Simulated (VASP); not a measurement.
# B (R-3m) in VASP: further runs

Runs on B. Level: r2SCAN. Tasks: single point.

Everything below comes from runs of VASP 6.6.1. Logs are shortened: lines on timing, memory, paths and dates and some standing lists are left out, and cuts for length are marked.

## 1. The cell of the first run

The structure is trigonal, space group R-3m (No. 166). The conventional cell has a = 4.846 Å, b = 4.846 Å, c = 12.402 Å, α = 90.00°, β = 90.00°, γ = 120.00°. Within 2.2 Å of B (site symmetry m) lie 6 B at 1.65 to 1.78 Å. B (site symmetry m) has 7 B at 1.76 to 1.98 Å within 2.3 Å.

## 2. Single point, r2SCAN (7.01 Å³/atom)

POSCAR reads:

```
B
1.0
    2.4232136057      1.3990430276      4.1339741719
   -2.4232136057      1.3990430276      4.1339741719
    0.0000000000     -2.7980860552      4.1339741719
B
12
Direct
    0.0103457578      0.6537490214      0.0103457578
    0.0103457578      0.0103457578      0.6537490214
    0.6537490214      0.0103457578      0.0103457578
    0.9896542422      0.3462509786      0.9896542422
    0.3462509786      0.9896542422      0.9896542422
    0.9896542422      0.9896542422      0.3462509786
    0.2216154991      0.6301423513      0.2216154991
    0.2216154991      0.2216154991      0.6301423513
    0.6301423513      0.2216154991      0.2216154991
    0.7783845009      0.3698576487      0.7783845009
    0.3698576487      0.7783845009      0.7783845009
    0.7783845009      0.7783845009      0.3698576487
```

INCAR.step1 reads:

```
  PREC = Accurate
  ENCUT = 550
  ISMEAR = 0
  SIGMA = 0.02
  LREAL = False
  LASPH = True
  NELM = 120
  NBANDS = 30
  GGA = PE
  ALGO = Normal
  EDIFF = 1E-5
  LWAVE = True
  LCHARG = False
  GGA_COMPAT = False
```

INCAR.step2 reads:

```
  PREC = Accurate
  ENCUT = 550
  EDIFF = 1E-6
  ISMEAR = 0
  SIGMA = 0.02
  LREAL = False
  LASPH = True
  NELM = 120
  ALGO = Normal
  ISIF = 2
  LWAVE = False
  LCHARG = True
  METAGGA = R2SCAN
  LMIXTAU = True
  LELF = True
  LVHAR = True
  NBANDS = 30
  ISTART = 1
  GGA_COMPAT = False
```

KPOINTS reads:

```
regular mesh
0
Gamma
  9 9 9
```

Potentials or basis: VASP PAW PBE potentials, release 64 (B).

Started as:

```
$ cat potpaw_PBE.64/B/POTCAR > POTCAR
$ cp INCAR.step1 INCAR
$ mpirun -np 1 vasp_std > vasp.out
$ cp INCAR.step2 INCAR
$ mpirun -np 1 vasp_std > vasp.out
```

OUTCAR:

```text
PREC = Accurate
   ENCUT = 550
   EDIFF = 1E-6
   ISMEAR = 0
   LREAL = False
   LASPH = True
   NELM = 120
   ISIF = 2
   METAGGA = R2SCAN
   ISTART = 1

 ion  position               nearest neighbor table
   1  0.010  0.654  0.010-   4 1.65   3 1.73   2 1.73   7 1.78  12 1.78  11 1.78
   2  0.010  0.010  0.654-   6 1.65   3 1.73   1 1.73   8 1.78  10 1.78  11 1.78
   3  0.654  0.010  0.010-   5 1.65   1 1.73   2 1.73   9 1.78  12 1.78  10 1.78
   4  0.990  0.346  0.990-   1 1.65   5 1.73   6 1.73  10 1.78   8 1.78   9 1.78
   5  0.346  0.990  0.990-   3 1.65   4 1.73   6 1.73  11 1.78   8 1.78   7 1.78
   6  0.990  0.990  0.346-   2 1.65   4 1.73   5 1.73  12 1.78   9 1.78   7 1.78
   7  0.222  0.630  0.222-  12 1.76  11 1.76   1 1.78   6 1.78   5 1.78   9 1.98   8 1.98
   8  0.222  0.222  0.630-  10 1.76  11 1.76   2 1.78   4 1.78   5 1.78   7 1.98   9 1.98
   9  0.630  0.222  0.222-  12 1.76  10 1.76   3 1.78   6 1.78   4 1.78   7 1.98   8 1.98
  10  0.778  0.370  0.778-   8 1.76   9 1.76   4 1.78   2 1.78   3 1.78  11 1.98  12 1.98
  11  0.370  0.778  0.778-   8 1.76   7 1.76   5 1.78   2 1.78   1 1.78  10 1.98  12 1.98
  12  0.778  0.778  0.370-   7 1.76   9 1.76   6 1.78   3 1.78   1 1.78  10 1.98  11 1.98

  LATTYP: Found a trigonal (rhomboedric) cell.
 ALAT       =     4.9918962355
 COS(alpha) =     0.5287164352

  Lattice vectors:

 A1 = (   2.4232136057,   1.3990430276,   4.1339741719)
 A2 = (  -2.4232136057,   1.3990430276,   4.1339741719)
 A3 = (   0.0000000000,  -2.7980860552,   4.1339741719)

Analysis of symmetry for initial positions (statically):
=====================================================================
 Subroutine PRICEL returns:
 Original cell was already a primitive cell.

 Routine SETGRP: Setting up the symmetry group for a
 trigonal (rhombohedral) supercell.

 Subroutine GETGRP returns: Found 12 space group operations
 (whereof 12 operations were pure point group operations)
 out of a pool of 12 trial point group operations.

The static configuration has the point symmetry D_3d.

Analysis of symmetry for dynamics (positions and initial velocities):
=====================================================================
 Subroutine PRICEL returns:
 Original cell was already a primitive cell.

 Routine SETGRP: Setting up the symmetry group for a
 trigonal (rhombohedral) supercell.

 Subroutine GETGRP returns: Found 12 space group operations
 (whereof 12 operations were pure point group operations)
 out of a pool of 12 trial point group operations.

The dynamic configuration has the point symmetry D_3d.

 Subroutine INISYM returns: Found 12 space group operations
 (whereof 12 operations are pure point group operations),
 and found     1 'primitive' translations

----------------------------------------------------------------------------------------

                                     Primitive cell

  volume of cell :      84.0895

  direct lattice vectors                    reciprocal lattice vectors
     2.423213606  1.399043028  4.133974172     0.206337567  0.119129050  0.080632660
    -2.423213606  1.399043028  4.133974172    -0.206337567  0.119129050  0.080632660
     0.000000000 -2.798086055  4.133974172     0.000000000 -0.238258100  0.080632660

  length of vectors
     4.991896235  4.991896235  4.991896236     0.251532399  0.251532399  0.251532399

  position of ions in fractional coordinates (direct lattice)
     0.010345758  0.653749021  0.010345758
     0.010345758  0.010345758  0.653749021
     0.653749021  0.010345758  0.010345758
     0.989654242  0.346250979  0.989654242
     0.346250979  0.989654242  0.989654242
     0.989654242  0.989654242  0.346250979
     0.221615499  0.630142351  0.221615499
     0.221615499  0.221615499  0.630142351
     0.630142351  0.221615499  0.221615499
     0.778384501  0.369857649  0.778384501
     0.369857649  0.778384501  0.778384501
     0.778384501  0.778384501  0.369857649

  ion indices of the primitive-cell ions
   primitive index   ion index
                 1           1
                 2           2
                 3           3
                 4           4
                 5           5
                 6           6
                 7           7
                 8           8
                 9           9
                10          10
                11          11
                12          12

----------------------------------------------------------------------------------------

 KPOINTS: regular mesh

Automatic generation of k-mesh.
 Grid dimensions read from file:
 generate k-points for:    9    9    9

 Generating k-lattice:

  Cartesian coordinates                     Fractional coordinates (reciprocal lattice)
     0.022926396  0.013236561  0.008959184     0.111111111  0.000000000 -0.000000000
    -0.022926396  0.013236561  0.008959184     0.000000000  0.111111111 -0.000000000
     0.000000000 -0.026473122  0.008959184    -0.000000000 -0.000000000  0.111111111

  Length of vectors
     0.027948044  0.027948044  0.027948044

  Shift w.r.t. Gamma in fractional coordinates (k-lattice)
     0.000000000  0.000000000  0.000000000

 Subroutine IBZKPT returns following result:
 ===========================================

 Found     85 irreducible k-points:

 Following reciprocal coordinates:
            Coordinates               Weight
  0.000000  0.000000  0.000000      1.000000
  0.111111 -0.000000 -0.000000      6.000000
  0.222222  0.000000 -0.000000      6.000000
  0.333333  0.000000 -0.000000      6.000000
  0.444444  0.000000 -0.000000      6.000000
  0.111111  0.111111 -0.000000      6.000000
[... 16 lines left out ...]
 -0.333333  0.333333  0.000000      6.000000
  0.444444  0.444444 -0.000000      6.000000
 [... further k-points ...]
   k-points           NKPTS =     85   k-points in BZ     NKDIM =     85   number of bands    NBANDS=     30
   number of dos      NEDOS =    301   number of ions     NIONS =     12
   total plane-waves  NPLWV =  64000
   dimension x,y,z NGX =    40 NGY =   40 NGZ =   40
   dimension x,y,z NGXF=    80 NGYF=   80 NGZF=   80
   ions per type =              12
   NGX,Y,Z   is equivalent  to a cutoff of  13.32, 13.32, 13.32 a.u.
   NGXF,Y,Z  is equivalent  to a cutoff of  26.64, 26.64, 26.64 a.u.
 SYSTEM =  unknown system
   PREC   = accura    normal or accurate (medium, high low for compatibility)
   ISTART =      1    job   : 0-new  1-cont  2-samecut
   ICHARG =      0    charge: 1-file 2-atom 10-const
   ISPIN  =      1    spin polarized calculation?
   LNONCOLLINEAR =      F non collinear calculations
   LSORBIT =      F    spin-orbit coupling
   LASPH  =      T    aspherical Exc in radial PAW
   ENCUT  =  550.0 eV  40.42 Ry    6.36 a.u.   9.55  9.55  9.55*2*pi/ulx,y,z
   NELM   =    120;   NELMIN=  2; NELMDL=  0     # of ELM steps
   EDIFF  = 0.1E-05   stopping-criterion for ELM
   LREAL  =      F    real-space projection
   EDIFFG = 0.1E-04   stopping-criterion for IOM
   NSW    =      0    number of steps for IOM
   IBRION =     -1    ionic relax: 0-MD 1-quasi-New 2-CG
   NFREE  =      0    steps in history (QN), initial steepest desc. (CG)
   ISIF   =      2    stress and relaxation
   ISYM   =      2    0-nonsym 1-usesym 2-fastsym
   POTIM  = 0.5000    time-step for ionic-motion
   TEBEG  =    0.0;   TEEND  =   0.0 temperature during run
   PSTRESS=    0.0 pullay stress
   NELECT =      36.0000    total number of electrons
   NUPDOWN=      -1.0000    fix difference up-down
   EMIN   =  10.00;   EMAX   =-10.00  energy-range for DOS
   EFERMI =   0.00;   METHOD = LEGACY
   ISMEAR =     0;   SIGMA  =   0.02  broadening in eV -4-tet -1-fermi 0-gaus
   EFERMI_NEDOS =   21; number of points for ismear=-14 and -15
   IALGO  =     38    algorithm
   IMIX   =      4    mixing-type and parameters
     AMIX     =   0.40;   BMIX     =  1.00
     AMIX_MAG =   1.60;   BMIX_MAG =  1.00
  volume/ion in A,a.u.               =       7.01        47.29
  Fermi-wavevector in a.u.,A,eV,Ry     =   1.233848  2.331635 20.713257  1.522381
  Thomas-Fermi vector in A             =   2.368562
   LORBIT       =      0    0 simple, 1 ext, 2 COOP (PROOUT), +10 PAW based schemes
   METAGGA = R2SCAN    functional components
   LHFCALC =     F    Hartree Fock is set to
   AEXX    =    0.0000 exact exchange contribution
   IVDW    =     0    specifies the selected vdW correction
   LEPSILON=     F    determine dielectric tensor
   LRPA    =     F    only Hartree local field effects (RPA)
 non-spin polarized calculation
 Gauss-broadening in eV      SIGMA  =   0.02
  energy-cutoff  :      550.00
  volume of cell :       84.09
 maximum number of plane-waves:      2500
 NGX is ok and might be reduce to    40
   NGX = 19   NGY = 19   NGZ = 19

 number of electron      36.0000000 magnetization

 Free energy of the ion-electron system (eV)
  ---------------------------------------------------
  ext. energy  EPLUGINS =         0.00000000
  ---------------------------------------------------
  free energy    TOTEN  =       -88.07313635 eV

  energy without entropy =      -88.07313635  energy(sigma->0) =      -88.07313635

 E-fermi :   6.4118     XC(G=0): -12.4482

 val. band max:        6.2852798272   @ k =   0.4444   0.4444   0.4444
 cond. band min:       7.7960497723   @ k =   0.0000   0.0000   0.0000
 fundamental gap:      1.5107699450
 Fermi energy:         6.4117592156

 k-point     1 :       0.0000    0.0000    0.0000
  band No.  band energies     occupation
      1     -11.2272      2.00000
      2      -5.0485      2.00000
      3      -4.7702      2.00000
      4      -4.7702      2.00000
      5      -3.6260      2.00000
      6      -2.9504      2.00000
[... 22 lines left out ...]
     29      16.9468      0.00000
     30      17.3350      0.00000
[... 728 lines left out ...]
  band No.  band energies     occupation
      1     -10.0563      2.00000
      2      -7.8508      2.00000
      3      -6.1125      2.00000
      4      -5.9998      2.00000
      5      -4.6640      2.00000
      6      -3.6161      2.00000
[... 22 lines left out ...]
     29      16.0407      0.00000
     30      16.4217      0.00000

 [... further k-points ...]

------------------------ aborting loop because EDIFF is reached ----------------------------------------

  FORCE on cell =-STRESS in cart. coord.  units (eV):
  Direction    XX          YY          ZZ          XY          YZ          ZX
  --------------------------------------------------------------------------------------
  -------------------------------------------------------------------------------------
  Total        3.7868285      3.7868285      3.6904241      0.0000000      0.0000000      0.0000000
  in kB       72.1513460     72.1513460     70.3145307      0.0000000      0.0000000      0.0000000
  external PRESSURE =      71.5390742 kB  Pullay stress =       0.0000000 kB

 VOLUME and BASIS-vectors are now :
 -----------------------------------------------------------------------------
  energy-cutoff  :      550.00
  volume of cell :       84.09
      direct lattice vectors                 reciprocal lattice vectors
     2.423213606  1.399043028  4.133974172     0.206337567  0.119129050  0.080632660
    -2.423213606  1.399043028  4.133974172    -0.206337567  0.119129050  0.080632660
     0.000000000 -2.798086055  4.133974172     0.000000000 -0.238258100  0.080632660

 POSITION                                       TOTAL-FORCE (eV/Angst)
 -----------------------------------------------------------------------------------
     -1.55910      0.90015      2.78812         0.007669     -0.004428     -0.011440
      0.00000     -1.80030      2.78812         0.000000      0.008855     -0.011440
      1.55910      0.90015      2.78812        -0.007669     -0.004428     -0.011440
      1.55910     -0.90015      9.61380        -0.007669      0.004428      0.011440
     -1.55910     -0.90015      9.61380         0.007669      0.004428      0.011440
      0.00000      1.80030      9.61380         0.000000     -0.008855      0.011440
     -0.98995      0.57155      4.43730         0.021754     -0.012560      0.006276
      0.00000     -1.14309      4.43730         0.000000      0.025119      0.006276
      0.98995      0.57155      4.43730        -0.021754     -0.012560      0.006276
      0.98995     -0.57155      7.96462        -0.021754      0.012560     -0.006276
     -0.98995     -0.57155      7.96462         0.021754      0.012560     -0.006276
      0.00000      1.14309      7.96462         0.000000     -0.025119     -0.006276
 -----------------------------------------------------------------------------------
    total drift:                                0.000000     -0.000000      0.000000

  FREE ENERGIE OF THE ION-ELECTRON SYSTEM (eV)
  ---------------------------------------------------
  free  energy   TOTEN  =       -88.0731363534 eV

  energy  without entropy=      -88.0731363534  energy(sigma->0) =      -88.07313635
```

Wall time 25 min (1 thread of Intel Xeon 8259CL, shared host); peak memory 0.34 GiB.

What came out:

* Free energy: -88.0731 eV
* Pressure: 7.2 GPa
* Largest force: 0.026 eV/Å
* Band gap on the k mesh: 1.51 eV (least direct gap 1.87 eV)

Forces on the atoms (eV/Å):
```
B    0.008 -0.004 -0.011
B    0.000  0.009 -0.011
B   -0.008 -0.004 -0.011
B   -0.008  0.004  0.011
B    0.008  0.004  0.011
B    0.000 -0.009  0.011
B    0.022 -0.013  0.006
B    0.000  0.025  0.006
B   -0.022 -0.013  0.006
B   -0.022  0.013 -0.006
B    0.022  0.013 -0.006
B    0.000 -0.025 -0.006
```

Stress tensor (GPa, compression positive):
```
7.22 0.00 0.00
0.00 7.22 0.00
0.00 0.00 7.03
```

Levels at points of the mesh, in eV from the valence-band top:
| k point | band 16 | band 17 | band 18 | band 19 | band 20 | band 21 |
| --- | --- | --- | --- | --- | --- | --- |
| (0.00, 0.00, 0.00) | -1.00 | -1.00 | -0.39 | 1.51 | 4.97 | 4.97 |

Caveat: the cell stands under pressure; the PAW data sets were made with another functional, which shifts forces and pressure a little; an odd mesh through Γ misses points on the zone boundary, where band edges can lie.

## 3. Single point, r2SCAN

This run uses another cell than the first one, of 7.22 Å³/atom.

POSCAR reads:

```
B
1.0
    2.4493430282      1.4141288567      4.1713842631
   -2.4493430282      1.4141288567      4.1713842631
    0.0000000000     -2.8282577133      4.1713842631
B
12
Direct
    0.0098706611      0.6544164010      0.0098706611
    0.0098706611      0.0098706611      0.6544164010
    0.6544164010      0.0098706611      0.0098706611
    0.9901293389      0.3455835990      0.9901293389
    0.3455835990      0.9901293389      0.9901293389
    0.9901293389      0.9901293389      0.3455835990
    0.2204987789      0.6317665937      0.2204987789
    0.2204987789      0.2204987789      0.6317665937
    0.6317665937      0.2204987789      0.2204987789
    0.7795012211      0.3682334063      0.7795012211
    0.3682334063      0.7795012211      0.7795012211
    0.7795012211      0.7795012211      0.3682334063
```

INCAR.step1 reads:

```
ALGO     = Normal         # electronic algorithm
EDIFF    = 1E-5           # SCF threshold, eV
ENCUT    = 550            # plane-wave cutoff, eV
GGA      = PE             # functional
GGA_COMPAT= F            
ISMEAR   = 0              # smearing method
LASPH    = T              # aspherical terms in the spheres
LCHARG   = F              # write CHGCAR
LREAL    = F              # projectors in reciprocal space
LWAVE    = T              # write WAVECAR
NBANDS   = 30             # bands
NELM     = 120            # most SCF steps
PREC     = Accurate       # precision mode
SIGMA    = 0.02           # smearing width, eV
```

INCAR.step2 reads:

```
ALGO     = Normal         # electronic algorithm
EDIFF    = 1E-6           # SCF threshold, eV
ENCUT    = 550            # plane-wave cutoff, eV
GGA_COMPAT= F            
ISIF     = 2              # what is computed and relaxed
ISMEAR   = 0              # smearing method
ISTART   = 1            
LASPH    = T              # aspherical terms in the spheres
LCHARG   = F              # write CHGCAR
LMIXTAU  = T            
LREAL    = F              # projectors in reciprocal space
LWAVE    = F              # write WAVECAR
METAGGA  = R2SCAN         # meta-GGA
NBANDS   = 30             # bands
NELM     = 120            # most SCF steps
PREC     = Accurate       # precision mode
SIGMA    = 0.02           # smearing width, eV
```

KPOINTS reads:

```
k-points
0
Gamma
  9 9 9
```

Potentials or basis: VASP PAW PBE potentials, release 64 (B).

Started as:

```
$ cat potpaw_PBE.64/B/POTCAR > POTCAR
$ cp INCAR.step1 INCAR
$ mpirun -np 1 vasp_std > vasp.out
$ cp INCAR.step2 INCAR
$ mpirun -np 1 vasp_std > vasp.out
```

It took 25 min on 1 thread of Intel Xeon 8259CL, shared host; peak memory 0.35 GiB.

Results (log left out):

- Free energy: -88.1328 eV
- Pressure: 0.2 GPa
- Largest force: 0.021 eV/Å
- Band gap on the k mesh: 1.63 eV (least direct gap 2.04 eV)

Forces in eV/Å, atoms in the order of the input:
```
B    0.011 -0.006 -0.012
B    0.000  0.013 -0.012
B   -0.011 -0.006 -0.012
B   -0.011  0.006  0.012
B    0.011  0.006  0.012
B    0.000 -0.013  0.012
B    0.018 -0.010  0.006
B    0.000  0.020  0.006
B   -0.018 -0.010  0.006
B   -0.018  0.010 -0.006
B    0.018  0.010 -0.006
B    0.000 -0.020 -0.006
```

Stress tensor (GPa, compression positive):
```
0.23 0.00 0.00
0.00 0.23 0.00
0.00 0.00 0.13
```

Levels at points of the mesh, in eV from the valence-band top:
```tsv
k point	band 16	band 17	band 18	band 19	band 20	band 21
(0.00, 0.00, 0.00)	-0.90	-0.90	-0.37	1.69	4.92	4.92
```

Caveat: the PAW data sets were made with another functional, which shifts forces and pressure a little; an odd mesh through Γ misses points on the zone boundary, where band edges can lie.

(Continued in part 2 of 2.)
